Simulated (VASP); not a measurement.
A run of VASP 6.6.1 is set up as follows.

File INCAR:

```
PREC = Accurate
ENCUT = 520
EDIFF = 1E-6
ISMEAR = 0
SIGMA = 0.1
LREAL = False
LASPH = True
NELM = 60
ALGO = Normal
ISIF = 2
LWAVE = False
LCHARG = False
GGA = PE
NBANDS = 48
```

File KPOINTS:

```
Automatic mesh
0
Gamma
  6 6 4
```

POSCAR

```
Ta3N
1.0
    5.5804724955      0.0000000000      0.0000000000
   -2.7902362478      4.8328309462      0.0000000000
    0.0000000000      0.0000000000      4.4791902017
Ta N
6 2
Direct
    0.8330000000      0.6660000000      0.2500000000
    0.1670000000      0.8330000000      0.7500000000
    0.3340000000      0.1670000000      0.2500000000
    0.1670000000      0.3340000000      0.7500000000
    0.8330000000      0.1670000000      0.2500000000
    0.6660000000      0.8330000000      0.7500000000
    0.3333333333      0.6666666667      0.2500000000
    0.6666666667      0.3333333333      0.7500000000
```

Potentials or basis: VASP PAW PBE potentials, release 64 (Ta_pv, N).

Launch:

```sh
$ cat potpaw_PBE.64/Ta_pv/POTCAR potpaw_PBE.64/N/POTCAR > POTCAR
$ mpirun -np 1 vasp_std > vasp.out
```

(1) Estimate the largest force.

(2) Predict the pressure.

(3) What does it give for the band gap on the k mesh?

Results:

(1) 0.074 eV/Å.

(2) 5.6 GPa.

(3) zero (bands 38 and 39 overlap by 0.90 eV).

Caveat: the cell stands under pressure; spin-orbit coupling is left out, which moves the levels of the heavy elements.
